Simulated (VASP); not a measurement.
# Ta2N (P-3m1) in VASP: further runs

Runs on Ta2N. Level: PBEsol. Tasks: single point.

All numbers are computed with VASP 6.6.1; they aren't measurements. Logs are shortened: lines on timing, memory, paths and dates and some standing lists are left out, and cuts for length are marked.

## Step 1: The cell of the first run

The structure is trigonal, space group P-3m1 (No. 164). The conventional cell has a = 3.079 Å, b = 3.079 Å, c = 10.147 Å, α = 90.00°, β = 90.00°, γ = 120.00°. Within 2.9 Å of Ta (site symmetry 3m) lie 3 N at 2.16 Å. Within 3.1 Å of Ta (site symmetry 3m) lie 3 N at 2.16 Å and 12 Ta at 2.97 to 3.08 Å. Within 2.9 Å of N (site symmetry 3m) lie 6 Ta at 2.16 Å.

## Step 2: Single point, PBEsol (the distance across one plane changed)

INCAR

```
  PREC = Accurate
  ENCUT = 520
  EDIFF = 1E-7
  ISMEAR = 0
  SIGMA = 0.15
  LREAL = False
  LASPH = True
  NELM = 80
  ALGO = Normal
  ISIF = 2
  LWAVE = False
  LCHARG = False
  GGA = PS
  NBANDS = 36
```

KPOINTS

```
Automatic mesh
0
Gamma
  17 17 5
```

POSCAR

```
Ta2N
1.0
   -3.0786153856      0.0000000000      0.0000000000
   -1.5393076928     -2.6661591324      0.0000000000
    0.0000000000      0.0000000000     10.1465143614
Ta N
4 2
Direct
    0.6666666667      0.6666666667      0.1170602354
    0.6666666667      0.6666666667      0.5924212322
    0.3333333333      0.3333333333      0.8336617581
    0.3333333333      0.3333333333      0.3583007614
    0.0000000000      0.0000000000      0.2376804984
    0.0000000000      0.0000000000      0.7130414952
```

Potentials or basis: VASP PAW PBE potentials, release 64 (Ta_pv, N).

On the command line:

```bash
cat potpaw_PBE.64/Ta_pv/POTCAR potpaw_PBE.64/N/POTCAR > POTCAR
mpirun -np 1 vasp_std > vasp.out
```

OUTCAR:

```text
PREC = Accurate
   ENCUT = 520
   EDIFF = 1E-7
   ISMEAR = 0
   LREAL = False
   LASPH = True
   NELM = 80
   ISIF = 2
   GGA = PS

 ion  position               nearest neighbor table
   1  0.667  0.667  0.117-   5 2.16   5 2.16   5 2.16   4 3.03   4 3.03   4 3.03   3 3.38   3 3.38
                             3 3.38
   2  0.667  0.667  0.592-   6 2.16   6 2.16   6 2.16   4 2.97   4 2.97   4 2.97   3 3.03   3 3.03
                             3 3.03
   3  0.333  0.333  0.834-   6 2.16   6 2.16   6 2.16   2 3.03   2 3.03   2 3.03   1 3.38   1 3.38
                             1 3.38
   4  0.333  0.333  0.358-   5 2.16   5 2.16   5 2.16   2 2.97   2 2.97   2 2.97   1 3.03   1 3.03
                             1 3.03
   5  0.000  0.000  0.238-   4 2.16   1 2.16   4 2.16   1 2.16   4 2.16   1 2.16
   6  0.000  0.000  0.713-   3 2.16   3 2.16   3 2.16   2 2.16   2 2.16   2 2.16

  LATTYP: Found a hexagonal cell.
 ALAT       =     3.0786153856
 C/A-ratio  =     3.2958044740

  Lattice vectors:

 A1 = (   1.5393076928,   2.6661591324,   0.0000000000)
 A2 = (  -3.0786153856,   0.0000000000,   0.0000000000)
 A3 = (   0.0000000000,   0.0000000000,  10.1465143614)

Analysis of symmetry for initial positions (statically):
=====================================================================
 Subroutine PRICEL returns:
 Original cell was already a primitive cell.

 Routine SETGRP: Setting up the symmetry group for a
 hexagonal supercell.

 Subroutine GETGRP returns: Found 12 space group operations
 (whereof  6 operations were pure point group operations)
 out of a pool of 24 trial point group operations.

The static configuration has the point symmetry C_3v.
 The point group associated with its full space group is D_3d.

Analysis of symmetry for dynamics (positions and initial velocities):
=====================================================================
 Subroutine PRICEL returns:
 Original cell was already a primitive cell.

 Routine SETGRP: Setting up the symmetry group for a
 hexagonal supercell.

 Subroutine GETGRP returns: Found 12 space group operations
 (whereof  6 operations were pure point group operations)
 out of a pool of 24 trial point group operations.

The dynamic configuration has the point symmetry C_3v.
 The point group associated with its full space group is D_3d.

 Subroutine INISYM returns: Found 12 space group operations
 (whereof  6 operations are pure point group operations),
 and found     1 'primitive' translations

----------------------------------------------------------------------------------------

                                     Primitive cell

  volume of cell :      83.2834

  direct lattice vectors                    reciprocal lattice vectors
    -3.078615386  0.000000000  0.000000000    -0.324821348  0.187535693  0.000000000
    -1.539307693 -2.666159132  0.000000000     0.000000000 -0.375071386  0.000000000
     0.000000000  0.000000000 10.146514361     0.000000000  0.000000000  0.098556013

  length of vectors
     3.078615386  3.078615386 10.146514361     0.375071386  0.375071386  0.098556013

  position of ions in fractional coordinates (direct lattice)
     0.666666667  0.666666667  0.117060235
     0.666666667  0.666666667  0.592421232
     0.333333333  0.333333333  0.833661758
     0.333333333  0.333333333  0.358300761
     0.000000000  0.000000000  0.237680498
     0.000000000  0.000000000  0.713041495

  ion indices of the primitive-cell ions
   primitive index   ion index
                 1           1
                 2           2
                 3           3
                 4           4
                 5           5
                 6           6

----------------------------------------------------------------------------------------

 KPOINTS: Automatic mesh

Automatic generation of k-mesh.
 Grid dimensions read from file:
 generate k-points for:   17   17    5

 Generating k-lattice:

  Cartesian coordinates                     Fractional coordinates (reciprocal lattice)
    -0.019107138  0.011031511  0.000000000     0.058823529  0.000000000  0.000000000
     0.000000000 -0.022063023  0.000000000     0.000000000  0.058823529  0.000000000
     0.000000000  0.000000000  0.019711203     0.000000000  0.000000000  0.200000000

  Length of vectors
     0.022063023  0.022063023  0.019711203

  Shift w.r.t. Gamma in fractional coordinates (k-lattice)
     0.000000000  0.000000000  0.000000000

 Subroutine IBZKPT returns following result:
 ===========================================

 Found    147 irreducible k-points:

 Following reciprocal coordinates:
            Coordinates               Weight
  0.000000  0.000000  0.000000      1.000000
  0.058824  0.000000  0.000000      6.000000
  0.117647 -0.000000  0.000000      6.000000
  0.176471 -0.000000  0.000000      6.000000
  0.235294 -0.000000  0.000000      6.000000
  0.294118  0.000000  0.000000      6.000000
[... 16 lines left out ...]
 -0.470588  0.117647  0.000000     12.000000
  0.352941  0.176471  0.000000      6.000000
 [... further k-points ...]
   k-points           NKPTS =    147   k-points in BZ     NKDIM =    147   number of bands    NBANDS=     36
   number of dos      NEDOS =    301   number of ions     NIONS =      6
   total plane-waves  NPLWV =  46080
   dimension x,y,z NGX =    24 NGY =   24 NGZ =   80
   dimension x,y,z NGXF=    48 NGYF=   48 NGZF=  160
   ions per type =               4   2
   NGX,Y,Z   is equivalent  to a cutoff of  12.96, 12.96, 13.11 a.u.
   NGXF,Y,Z  is equivalent  to a cutoff of  25.92, 25.92, 26.22 a.u.
 SYSTEM =  unknown system
   PREC   = accura    normal or accurate (medium, high low for compatibility)
   ISTART =      0    job   : 0-new  1-cont  2-samecut
   ICHARG =      2    charge: 1-file 2-atom 10-const
   ISPIN  =      1    spin polarized calculation?
   LNONCOLLINEAR =      F non collinear calculations
   LSORBIT =      F    spin-orbit coupling
   LASPH  =      T    aspherical Exc in radial PAW
   ENCUT  =  520.0 eV  38.22 Ry    6.18 a.u.   5.72  5.72 18.87*2*pi/ulx,y,z
   NELM   =     80;   NELMIN=  2; NELMDL= -5     # of ELM steps
   EDIFF  = 0.1E-06   stopping-criterion for ELM
   LREAL  =      F    real-space projection
   EDIFFG = 0.1E-05   stopping-criterion for IOM
   NSW    =      0    number of steps for IOM
   IBRION =     -1    ionic relax: 0-MD 1-quasi-New 2-CG
   NFREE  =      0    steps in history (QN), initial steepest desc. (CG)
   ISIF   =      2    stress and relaxation
   ISYM   =      2    0-nonsym 1-usesym 2-fastsym
   POTIM  = 0.5000    time-step for ionic-motion
   TEBEG  =    0.0;   TEEND  =   0.0 temperature during run
   PSTRESS=    0.0 pullay stress
   NELECT =      54.0000    total number of electrons
   NUPDOWN=      -1.0000    fix difference up-down
   EMIN   =  10.00;   EMAX   =-10.00  energy-range for DOS
   EFERMI =   0.00;   METHOD = LEGACY
   ISMEAR =     0;   SIGMA  =   0.15  broadening in eV -4-tet -1-fermi 0-gaus
   EFERMI_NEDOS =   21; number of points for ismear=-14 and -15
   IALGO  =     38    algorithm
   IMIX   =      4    mixing-type and parameters
     AMIX     =   0.40;   BMIX     =  1.00
     AMIX_MAG =   1.60;   BMIX_MAG =  1.00
  volume/ion in A,a.u.               =      13.88        93.67
  Fermi-wavevector in a.u.,A,eV,Ry     =   1.416946  2.677640 27.316905  2.007736
  Thomas-Fermi vector in A             =   2.538227
   LORBIT       =      0    0 simple, 1 ext, 2 COOP (PROOUT), +10 PAW based schemes
   GGA     = PS    functional components
   LHFCALC =     F    Hartree Fock is set to
   AEXX    =    0.0000 exact exchange contribution
   IVDW    =     0    specifies the selected vdW correction
   LEPSILON=     F    determine dielectric tensor
   LRPA    =     F    only Hartree local field effects (RPA)
 non-spin polarized calculation
 Gauss-broadening in eV      SIGMA  =   0.15
  energy-cutoff  :      520.00
  volume of cell :       83.28
 maximum number of plane-waves:      2258
   NGX = 11   NGY = 11   NGZ = 37

 number of electron      54.0000005 magnetization

 Free energy of the ion-electron system (eV)
  ---------------------------------------------------
  ext. energy  EPLUGINS =         0.00000000
  ---------------------------------------------------
  free energy    TOTEN  =       -72.34450678 eV

  energy without entropy =      -72.31770940  energy(sigma->0) =      -72.33110809

 E-fermi :   7.0051     XC(G=0): -12.8372

 val. band max:        7.0037415722   @ k =   0.1176  -0.0000   0.0000
 cond. band min:       7.0113058300   @ k =   0.4118  -0.4706   0.4000
 fundamental gap:      0.0075642578
 Fermi energy:         7.0051458593

 k-point     1 :       0.0000    0.0000    0.0000
  band No.  band energies     occupation
      1     -28.5917      2.00000
      2     -28.3388      2.00000
      3     -28.0178      2.00000
      4     -27.8490      2.00000
      5     -27.8490      2.00000
      6     -27.8326      2.00000
[... 28 lines left out ...]
     35       8.6872      0.00000
     36       9.0543      0.00000

 k-point     2 :       0.0588    0.0000    0.0000
  band No.  band energies     occupation
      1     -28.5822      2.00000
      2     -28.3383      2.00000
      3     -28.0224      2.00000
      4     -27.8722      2.00000
      5     -27.8558      2.00000
      6     -27.8513      2.00000
[... 28 lines left out ...]
     35       8.7591      0.00000
     36       8.9907      0.00000

 k-point     3 :       0.1176   -0.0000    0.0000
  band No.  band energies     occupation
      1     -28.5545      2.00000
      2     -28.3390      2.00000
      3     -28.0430      2.00000
      4     -27.9379      2.00000
      5     -27.8996      2.00000
      6     -27.8750      2.00000
[... 28 lines left out ...]
     35       9.3453      0.00000
     36       9.3891      0.00000

 k-point     4 :       0.1765   -0.0000    0.0000
  band No.  band energies     occupation
      1     -28.5122      2.00000
      2     -28.3474      2.00000
      3     -28.0988      2.00000
      4     -28.0364      2.00000
      5     -27.9585      2.00000
      6     -27.9038      2.00000
[... 28 lines left out ...]
     35       9.8231      0.00000
     36       9.8733      0.00000

 k-point     5 :       0.2353   -0.0000    0.0000
  band No.  band energies     occupation
      1     -28.4628      2.00000
      2     -28.3737      2.00000
      3     -28.1901      2.00000
      4     -28.1528      2.00000
      5     -28.0305      2.00000
      6     -27.9491      2.00000
[... 655 lines left out ...]
 k-point    22 :       0.4706    0.1176    0.0000
  band No.  band energies     occupation
      1     -28.5293      2.00000
      2     -28.4824      2.00000
      3     -28.4389      2.00000
      4     -28.3172      2.00000
      5     -28.1693      2.00000
      6     -28.0670      2.00000
[... 28 lines left out ...]
     35      10.9597      0.00000
     36      11.2966      0.00000

 k-point    23 :      -0.4706    0.1176    0.0000
  band No.  band energies     occupation
      1     -28.5555      2.00000
      2     -28.5167      2.00000
      3     -28.4712      2.00000
      4     -28.3341      2.00000
      5     -28.1424      2.00000
      6     -28.0914      2.00000
[... 28 lines left out ...]
     35      11.2200      0.00000
     36      11.3405      0.00000

 k-point    24 :       0.3529    0.1765    0.0000
  band No.  band energies     occupation
      1     -28.4157      2.00000
      2     -28.4109      2.00000
      3     -28.2682      2.00000
      4     -28.2161      2.00000
      5     -28.1846      2.00000
      6     -28.0292      2.00000
[... 28 lines left out ...]
     35      10.4110      0.00000
     36      10.6003      0.00000

 [... further k-points ...]
[... 5 lines left out ...]
  --------------------------------------------------------------------------------------
  -------------------------------------------------------------------------------------
  Total       -1.7535346     -1.7535346     -6.7846885      0.0000000      0.0000000      0.0000000
  in kB      -33.7339001    -33.7339001   -130.5215192      0.0000000      0.0000000      0.0000000
  external PRESSURE =     -65.9964398 kB  Pullay stress =       0.0000000 kB

 VOLUME and BASIS-vectors are now :
 -----------------------------------------------------------------------------
  energy-cutoff  :      520.00
  volume of cell :       83.28
      direct lattice vectors                 reciprocal lattice vectors
    -3.078615386  0.000000000  0.000000000    -0.324821348  0.187535693  0.000000000
    -1.539307693 -2.666159132  0.000000000     0.000000000 -0.375071386  0.000000000
     0.000000000  0.000000000 10.146514361     0.000000000  0.000000000  0.098556013

 POSITION                                       TOTAL-FORCE (eV/Angst)
 -----------------------------------------------------------------------------------
     -3.07862     -1.77744      1.18775        -0.000000     -0.000000     -1.867034
     -3.07862     -1.77744      6.01101         0.000000      0.000000      0.030217
     -1.53931     -0.88872      8.45876        -0.000000      0.000000      1.867034
     -1.53931     -0.88872      3.63550        -0.000000     -0.000000     -0.030217
      0.00000      0.00000      2.41163        -0.000000     -0.000000     -0.078731
      0.00000      0.00000      7.23489         0.000000      0.000000      0.078731
 -----------------------------------------------------------------------------------
    total drift:                               -0.000000     -0.000000      0.000017

  FREE ENERGIE OF THE ION-ELECTRON SYSTEM (eV)
  ---------------------------------------------------
  free  energy   TOTEN  =       -72.3445067811 eV

  energy  without entropy=      -72.3177094007  energy(sigma->0) =      -72.33110809
```

Wall time 3.4 min (1 thread of Intel Xeon 6975P-C (Granite Rapids), shared host); peak memory 0.45 GiB.

What came out:

```
Free energy            : -72.3445 eV
Pressure               : -6.6 GPa
Largest force          : 1.867 eV/Å
Band gap on the k mesh : zero (bands 27 and 28 overlap by 1.13 eV)
```

Forces on the atoms (eV/Å):
```
Ta   0.000  0.000 -1.867
Ta   0.000  0.000  0.030
Ta   0.000  0.000  1.867
Ta   0.000  0.000 -0.030
N    0.000  0.000 -0.079
N    0.000  0.000  0.079
```

Stress tensor (GPa, compression positive):
```
 -3.37   0.00   0.00
  0.00  -3.37   0.00
  0.00   0.00 -13.05
```

Caveat: the cell differs from its parent crystal (the distance across one plane changed); the stress differs along the axes, from -13 to -3 GPa; the PAW data sets were made with another functional, which shifts forces and pressure a little; spin-orbit coupling is left out, which moves the levels of the heavy elements.

(Part 1 of 2 ends here.)
